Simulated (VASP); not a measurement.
Input of a VASP 6.6.1 run:

The input INCAR:

```
SYSTEM = Pt2C
PREC = Accurate
ENCUT = 600
EDIFF = 1E-6
ISMEAR = 0
SIGMA = 0.1
LREAL = .FALSE.
LASPH = .TRUE.
NELM = 100
ALGO = Normal
ISIF = 3
LWAVE = .FALSE.
LCHARG = .FALSE.
GGA = PE
IBRION = 2
NSW = 100
EDIFFG = -0.01
```

File KPOINTS:

```
regular mesh
0
G
  14 14 14
  0 0 0
```

POSCAR

```
Pt2C
1.0
    0.0000000000      2.7154919559      2.7154919559
    2.7154919559      0.0000000000      2.7154919559
    2.7154919559      2.7154919559      0.0000000000
Pt C
2 1
Direct
    0.2500000000      0.2500000000      0.2500000000
    0.7500000000      0.7500000000      0.7500000000
    0.0000000000      0.0000000000      0.0000000000
```

Potentials or basis: VASP PAW PBE potentials, release 64 (Pt, C).

Launch:

```bash
$ cat potpaw_PBE.64/Pt/POTCAR potpaw_PBE.64/C/POTCAR > POTCAR
$ mpirun -np 1 vasp_std > vasp.out
```

Task: Predict the band gap on the k mesh.

Result: Zero (band 12 reaches 10.40 eV, above the bottom of band 13 at 10.19 eV).

Final structure:
```yaml
crystal:
  lattice:
    - [0.00000, 2.71549, 2.71549]
    - [2.71549, 0.00000, 2.71549]
    - [2.71549, 2.71549, 0.00000]
  atoms:
    - { symbol: Pt, position: [0.25000, 0.25000, 0.25000] }
    - { symbol: Pt, position: [0.75000, 0.75000, 0.75000] }
    - { symbol: C, position: [0.00000, 0.00000, 0.00000] }
```

Caveat: the relaxation stopped at its first step, so nothing moved; spin-orbit coupling is left out, which moves the levels of the heavy elements.
